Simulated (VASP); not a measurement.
Set up this calculation in VASP 6.6.1, as the native input.

```
Task                   : single point
Functional             : PBE
Potentials or basis    : VASP PAW PBE potentials, release 64 (B, Br)
Cutoff                 : 520 eV
k mesh                 : 4 × 4 × 4
Occupations            : gaussian, width 0.1 eV
Spin                   : no spin polarisation
Dipole correction      : no
Further INCAR settings : ALGO = Normal; EDIFF = 1e-06; NBANDS = 22
```

The structure of B6Br lies in POSCAR:

```
B6Br
1.0
    4.5197750100      0.0000000000      0.0000000000
    0.0000000000      4.5197750100      0.0000000000
    0.0000000000      0.0000000000      4.5197750100
B Br
6 1
Direct
    0.2099999900      0.5000000000      0.5000000000
    0.5000000000      0.2099999900      0.5000000000
    0.7900000100      0.5000000000      0.5000000000
    0.5000000000      0.7900000100      0.5000000000
    0.5000000000      0.5000000000      0.2099999900
    0.5000000000      0.5000000000      0.7900000100
    0.0000000000      0.0000000000      0.0000000000
```

The cell was generated, and may not be a known phase.

One way to write it, as run:

INCAR

```
SYSTEM = B6Br
PREC = Accurate
ENCUT = 520
EDIFF = 1E-6
ISMEAR = 0
SIGMA = 0.1
LREAL = .False.
LASPH = .True.
NELM = 80
ALGO = Normal
ISIF = 2
LWAVE = .False.
LCHARG = .False.
GGA = PE
NBANDS = 22
```

KPOINTS

```
Automatic mesh
0
Gamma
  4 4 4
  0 0 0
```

Potentials or basis: VASP PAW PBE potentials, release 64 (B, Br).

The run is started by

```sh
$ cat potpaw_PBE.64/B/POTCAR potpaw_PBE.64/Br/POTCAR > POTCAR
$ mpirun -np 1 vasp_std > vasp.out
```

It gave:

```
Pressure               : -16.0 GPa
Largest force          : 1.607 eV/Å
Band gap on the k mesh : zero (an odd number of electrons rules out a gap without spin polarisation)
```

Caveat: the cell stands under tension; an odd number of electrons without spin polarisation forces a metal; a magnetic or distorted state may lie lower.

It took 21 s on 1 thread of Intel(R) Xeon(R) Platinum 8488C (Sapphire Rapids), with other jobs on the host, peak memory 0.2 GiB.
